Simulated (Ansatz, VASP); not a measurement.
One calculation of ZnCdO, two programs

```
Zn Cd O
1.0
     3.51190    0.00000    0.00000
     0.00000    3.51190    0.00000
     0.00000    0.00000   10.34024
Zn Cd O
2 2 2
Cartesian
  1.7560 1.7560 0.0000
  1.7560 1.7560 5.1701
  0.0000 0.0000 2.5851
  0.0000 0.0000 7.7552
  0.0000 1.7560 0.0000
  1.7560 0.0000 5.1701
```

Change from the starting cell: species swapped into the CaNiN type (P4_2/mmc, No. 131).

Alike in both runs: task single point; functional PBE; k mesh 6 × 6 × 2; occupations gaussian, width 0.1 eV; collinear spin.

|  | VASP | Ansatz |
| --- | --- | --- |
| version | VASP 6.6.1 | Ansatz 0.2.0 |
| potentials or method | VASP PAW PBE potentials, release 64 (Zn, Cd, O), cutoff 520 eV | scalar-relativistic, plane waves, PAW |
| valence electrons in the cell | 60 | 76 |

Ansatz gave:

```
gap on the k mesh at the Fermi level (eV)                     : none
pressure (GPa)                                                : 0.1
traceless stress, the component that is largest in VASP (GPa) : -0.01
net moment per atom (μB)                                      : 0.00
```

Q: Which values does VASP return?

A: gap on the k mesh at the Fermi level (eV): none; pressure (GPa): 0.7; traceless stress, the component that is largest in VASP (GPa): -0.55; net moment per atom (μB): 0.00.

A gap of «none» marks a metal or a gap that the smearing closes. VASP's potentials hold 60 valence electrons a cell and Ansatz's 76, so a difference there can come from the potentials and not from the codes. Ansatz's warnings: seeded moment not kept.
